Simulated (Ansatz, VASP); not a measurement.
This is a calculation of I for VASP 6.6.1.

The input POSCAR:

```
I
1.0
   -1.6174560000      1.6174560000      4.2648080000
    1.6174560000     -1.6174560000      4.2648080000
    1.6174560000      1.6174560000     -4.2648080000
I
1
Direct
    0.0000000000      0.0000000000      0.0000000000
```

The input INCAR.step1:

```
  PREC = Accurate
  ENCUT = 520
  EDIFF = 1E-5
  ISMEAR = -1
  SIGMA = 0.05
  LREAL = False
  LASPH = True
  NELM = 100
  ALGO = Normal
  ISIF = 2
  LWAVE = True
  LCHARG = False
  GGA = PE
  NBANDS = 10
```

The input INCAR.step2:

```
  PREC = Accurate
  ENCUT = 520
  EDIFF = 1E-6
  ISMEAR = -1
  SIGMA = 0.05
  LREAL = False
  LASPH = True
  NELM = 100
  ALGO = Normal
  ISIF = 2
  LWAVE = False
  LCHARG = False
  GGA = PE
  LHFCALC = True
  AEXX = 0.25
  HFSCREEN = 0.3
  PRECFOCK = Normal
  ISTART = 1
  NBANDS = 10
```

File KPOINTS:

```
regular mesh
0
Gamma
  6 6 6
```

Potentials or basis: VASP PAW PBE potentials, release 64 (I).

The run is started by

```bash
$ cat potpaw_PBE.64/I/POTCAR > POTCAR
$ cp INCAR.step1 INCAR
$ mpirun -np 1 vasp_std > vasp.out
$ cp INCAR.step2 INCAR
$ mpirun -np 1 vasp_std > vasp.out
```

**Question.** Translate it to Ansatz 0.2.0. Potentials there: Ansatz PAW.

**Answer.** As run (the cutoff follows the program's own potentials):

input.yaml

```yaml
crystal:
  lattice:
    - [-1.617456, 1.617456, 4.264808]
    - [1.617456, -1.617456, 4.264808]
    - [1.617456, 1.617456, -4.264808]
  atoms:
    - { symbol: I, position: [0.0, 0.0, 0.0] }
hamiltonian:
  xc: { exchange: pbe, correlation: pbe, exx: { coeff: 0.25, omega: 0.3 } }
  pseudopotentials: { kind: paw }
kpoints:
  mp_grid: { grid: [6, 6, 6] }
scf:
  occupations: { method: fermi_dirac, width: 0.05 }
output:
  forces: true
  stress: true
  eigenvalues: true
```

Potentials or basis: Ansatz PAW.

Launch:

```bash
$ ansatz run input.yaml --threads 2 --pin off --max-ram 5632MiB --backend cpu --events-out ev --progress --plain --runs-dir out
```

Both were run:

|  | VASP | Ansatz | Ansatz less VASP |
| --- | --- | --- | --- |
| gap on the k mesh at the Fermi level (eV) | none | none | - |
| pressure (GPa) | -0.7 | -0.6 | +0.12 |
| traceless stress, the component that is largest in VASP (GPa) | 0.77 | 0.64 | -0.131 |

VASP's potentials were made for PBE, not for PBE-based screened hybrid. A gap of «none» marks a metal or a gap that the smearing closes. VASP's potentials hold 7 valence electrons a cell and Ansatz's 17, so a difference there can come from the potentials and not from the codes.

The k mesh is coarse, so the values compare programs but aren't converged. Spin-orbit coupling is off throughout.
